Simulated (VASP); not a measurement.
Runs of VASP 6.6.1 on Hg. The structure is that of space group P6/mmm (No. 191), or close to it. The cells are those of the table. 

| task | level | potentials or basis | cell | cutoff (eV) | gap on the mesh (eV) | pressure (GPa) | relaxed volume (Å³/atom) |
| --- | --- | --- | --- | --- | --- | --- | --- |
| relaxation of cell and atoms | PBEsol | VASP PAW PBE potentials, release 64 (Hg) | relaxed from a = 5.467, b = 5.467, c = 3.185 Å, angles 90.0, 90.0, 120.0°, 3 atoms | 600 | none | -0.1 | 24.53 |
| relaxation of cell and atoms | LDA | VASP PAW LDA potentials, release 64 (Hg) | relaxed from a = 5.467, b = 5.467, c = 3.185 Å, angles 90.0, 90.0, 120.0°, 3 atoms | 600 | none | -0.2 | (b) |
| single point | LDA | VASP PAW LDA potentials, release 64 (Hg) | a = 5.143, b = 5.143, c = 2.981 Å, angles 90.0, 90.0, 120.0°, 3 atoms | 520 | none | (a) | - |
| single point | PBEsol | VASP PAW PBE potentials, release 64 (Hg) | a = 5.244, b = 5.244, c = 3.042 Å, angles 90.0, 90.0, 120.0°, 3 atoms | 520 | none | 0.3 | - |
| single point | r2SCAN | VASP PAW PBE potentials, release 64 (Hg) | a = 5.436, b = 5.436, c = 3.154 Å, angles 90.0, 90.0, 120.0°, 3 atoms | 520 | none | 0.2 | - |

Alike in all rows: no spin polarisation; k mesh 7 × 7 × 9; smearing methfessel-paxton 0.1 eV.

Task: Fill in the values left out.

Result: (a) 0.5; (b) 23.14.

Caveats: spin-orbit coupling is left out, which moves the levels of the heavy elements; the PAW data sets were made with another functional, which shifts forces and pressure a little (at least some runs); the volume moved by over 15 % at a fixed basis, so the end points are rough (at least some runs).

A k mesh can miss the band edges, and the runs leave out spin-orbit coupling on Hg.

A gap of «none» marks levels without a gap at the run's occupations.
